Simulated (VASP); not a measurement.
Here is a VASP 6.6.1 calculation.

File INCAR:

```
ALGO = Normal ; EDIFF = 1E-7
ENCUT = 520 ; GGA = PE
ISIF = 2 ; ISMEAR = 0
LASPH = T ; LCHARG = F
LREAL = F ; LWAVE = F
NBANDS = 25 ; NELM = 100
PREC = Accurate ; SIGMA = 0.1
```

The input KPOINTS:

```
k-points
0
Gamma
  12 12 6
```

Contents of POSCAR:

```
ScAl2P3
1.0
    3.4441244775      0.0000000000      0.0000000000
    0.0000000000      3.4441244775      0.0000000000
    0.0000000000      0.0000000000      8.4312154952
Sc Al P
1 2 3
Direct
    0.0000000000      0.0000000000      0.5000000000
    0.0000000000      0.0000000000      0.1581162336
    0.0000000000      0.0000000000      0.8418837664
    0.5000000000      0.5000000000      0.3641702306
    0.5000000000      0.5000000000      0.6358297694
    0.5000000000      0.5000000000      0.0000000000
```

Potentials or basis: VASP PAW PBE potentials, release 64 (Sc_sv, Al, P).

The run is started by

```sh
$ cat potpaw_PBE.64/Sc_sv/POTCAR potpaw_PBE.64/Al/POTCAR potpaw_PBE.64/P/POTCAR > POTCAR
$ mpirun -np 1 vasp_std > vasp.out
```

Q: Estimate the band gap on the k mesh.

A: Zero (bands 16 and 17 overlap by 2.70 eV).

Q: Estimate the largest force.

A: 0.025 eV/Å.

Q: Estimate the pressure.

A: 0.0 GPa.

Stress tensor (GPa, compression positive):
```
 0.08  0.00  0.00
 0.00  0.08  0.00
 0.00  0.00 -0.09
```
